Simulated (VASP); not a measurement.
Here is a VASP 6.6.1 calculation.

The input INCAR:

```
SYSTEM = Sn
ALGO = Normal ; EDIFF = 1E-6
ENCUT = 520 ; ISIF = 2
ISMEAR = -1 ; LASPH = .TRUE.
LCHARG = .FALSE. ; LREAL = .FALSE.
LWAVE = .FALSE. ; NBANDS = 21
NELM = 100 ; PREC = Accurate
SIGMA = 0.03
```

The input KPOINTS:

```
k-points
0
G
  9 9 9
  0 0 0
```

Contents of POSCAR:

```
Sn
1.0
    0.0000000000      3.3429680000      3.2456000000
    3.3429680000      0.0000000000      3.2456000000
    3.3429680000      3.3429680000      0.0000000000
Sn
2
Direct
    0.5000000000      0.5000000000      0.5000000000
    0.7500000000      0.7500000000      0.7500000000
```

Potentials or basis: VASP PAW LDA potentials, release 64 (Sn_d).

Launch:

```console
$ cat potpaw_LDA.64/Sn_d/POTCAR > POTCAR
$ mpirun -np 1 vasp_std > vasp.out
```

(1) What does it give for the band gap on the k mesh?

(2) Predict the pressure.

## Answers

(1) zero (bands 14 and 15 overlap by 0.23 eV).

(2) -2.5 GPa.

Caveat: the cell differs from its parent crystal (equal xx and yy strain of +3 %); spin-orbit coupling is left out, which moves the levels of the heavy elements.
